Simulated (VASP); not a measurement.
# SnSe2: single point with PBE

Crystal: SnSe2.

```
CELL_PARAMETERS angstrom
3.81100 0.00000 0.00000
-1.90550 3.30042 0.00000
0.00000 0.00000 5.89056
ATOMIC_POSITIONS crystal
Sn 0.00000 0.00000 0.00000
Se 0.66667 0.33333 0.75100
Se 0.33333 0.66667 0.24900
```

```json
{
 "Program": "VASP 6.6.1",
 "Task": "single point",
 "Functional": "PBE",
 "Potentials or basis": "VASP PAW PBE potentials, release 64 (Sn_d, Se)",
 "Cutoff": "520 eV",
 "k mesh": "7 × 7 × 4",
 "Occupations": "fermi-dirac, width 0.05 eV",
 "Spin": "no spin polarisation"
}
```

The pressure is 9.2 GPa and the largest force is 1.423 eV/Å. The band gap on the k mesh is 0.56 eV, indirect (least direct gap 0.79 eV).

Forces on the atoms (eV/Å):
```
Sn   0.000  0.000  0.000
Se   0.000  0.000 -1.423
Se   0.000  0.000  1.423
```

Stress tensor (GPa, compression positive):
```
 8.05  0.00  0.00
 0.00  8.05  0.00
 0.00  0.00 11.37
```

Levels at points of the mesh, in eV from the valence-band top:
```
           k point  band 10  band 11  band 12  band 13  band 14  band 15  band 16  band 17
(0.00, 0.00, 0.00)    -1.19    -0.88    -0.88     0.00     0.79     2.45     4.31     4.31
(0.00, 0.00, 0.50)    -1.30    -1.30    -0.69    -0.69     2.14     2.49     3.95     3.95
```

Run time: 73 s on 1 thread of AMD EPYC 7R13, on a shared host, peak memory 0.17 GiB.

Caveat: spin-orbit coupling is left out, which moves the levels of the heavy elements; this functional lacks dispersion, which binds the layers, so the pressure and a relaxed spacing across them are unreliable; forces of over 1 eV/Å act on the atoms, so gaps and moduli don't describe the material at rest. A k mesh can miss the band edges.
